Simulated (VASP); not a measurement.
The system is Ba3Ca.

```
Ba Ca
1.0
     6.25493    0.00000    0.00000
     0.00000    6.25493    0.00000
     0.00000    0.00000    6.25493
Ba Ca
3 1
Direct
  0.00000 0.50000 0.50000
  0.50000 0.00000 0.50000
  0.50000 0.50000 0.00000
  0.00000 0.00000 0.00000
```

```yaml
Program: VASP 6.6.1
Task: relaxation of cell and atoms
Functional: PBEsol
Potentials_or_basis: VASP PAW PBE potentials, release 64 (Ba_sv, Ca_sv)
Cutoff: 600 eV
k_mesh: 7 × 7 × 7
Occupations: fermi-dirac, width 0.02 eV
Spin: no spin polarisation
```

At the start: pressure -1.0 GPa; volume 61.18 Å³/atom.

Task: Where does the relaxation end?

Result: Over 3 steps the energy falls by 22.8 meV/atom and the volume is 54.40 Å³/atom (-11.1 %); space group Pm-3m (No. 221, to 0.1 Å) before and after.

Step by step:
| step | energy change (eV) | largest force (eV/Å) | pressure (GPa) | volume (Å³) |
| --- | --- | --- | --- | --- |
| 1 | 0.0000 | 0.0000 | -0.97 | 244.72 |
| 2 | -0.0620 | 0.0000 | -0.58 | 231.88 |
| 3 | -0.0911 | 0.0000 | -0.05 | 217.60 |

Final structure:
```xyz
4
Lattice="6.0147 0.0000 0.0000 0.0000 6.0147 0.0000 0.0000 0.0000 6.0147" Properties=species:S:1:pos:R:3 pbc="T T T"
Ba    0.0000    3.0074    3.0074
Ba    3.0074    0.0000    3.0074
Ba    3.0074    3.0074    0.0000
Ca    0.0000    0.0000    0.0000
```

Caveat: the PAW data sets were made with another functional, which shifts forces and pressure a little.
